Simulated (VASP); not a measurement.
# Si2W: single point with PBE

Crystal: Si2W.

```
Si W
1.0
     4.69071    0.00000    0.00000
    -2.34536    4.06228    0.00000
     0.00000    0.00000    6.43237
Si W
6 3
Direct
  0.84886 0.69771 0.50000
  0.15114 0.84886 0.83333
  0.69771 0.84886 0.16667
  0.15114 0.30229 0.50000
  0.84886 0.15114 0.83333
  0.30229 0.15114 0.16667
  0.00000 0.50000 0.16667
  0.50000 0.50000 0.83333
  0.50000 0.00000 0.50000
```

This cell differs from its parent crystal: atoms shifted along a free coordinate, c/a of the conventional cell at fixed volume 1.3713.

```yaml
Program: VASP 6.6.1
Task: single point
Functional: PBE
Potentials_or_basis: VASP PAW PBE potentials, release 64 (Si, W_sv)
Cutoff: 520 eV
k_mesh: 9 × 9 × 6
Occupations: gaussian, width 0.03 eV
Spin: no spin polarisation
```

- Pressure: 2.0 GPa
- Largest force: 1.675 eV/Å
- Band gap on the k mesh: zero (bands 33 and 34 overlap by 0.26 eV)

Forces in eV/Å, atoms in the order of the input:
```
Si   0.000 -1.675  0.000
Si   1.451 -0.837  0.000
Si  -1.451 -0.837  0.000
Si   0.000  1.675  0.000
Si  -1.451  0.837  0.000
Si   1.451  0.837  0.000
W    0.000  0.000  0.000
W    0.000  0.000  0.000
W    0.000  0.000  0.000
```

Stress tensor (GPa, compression positive):
```
-1.22  0.00  0.00
 0.00 -1.22  0.00
 0.00  0.00  8.58
```

Levels at points of the mesh, in eV from the Fermi level:
| k point | band 29 | band 30 | band 31 | band 32 | band 33 | band 34 | band 35 | band 36 | band 37 | band 38 |
| --- | --- | --- | --- | --- | --- | --- | --- | --- | --- | --- |
| (0.00, 0.00, 0.00) | -3.68 | -3.27 | -3.27 | -2.25 | -0.53 | 1.56 | 1.56 | 2.13 | 2.19 | 2.51 |
| (0.00, 0.00, 0.50) | -3.40 | -2.65 | -2.65 | -0.27 | -0.27 | 1.78 | 1.78 | 2.21 | 2.34 | 2.34 |

It took 110 s on 1 thread of Intel(R) Xeon(R) 6975P-C (Granite Rapids), with other jobs on the host, peak memory 0.35 GiB.

Caveat: spin-orbit coupling is left out, which moves the levels of the heavy elements; forces of over 1 eV/Å act on the atoms, so gaps and moduli don't describe the material at rest.
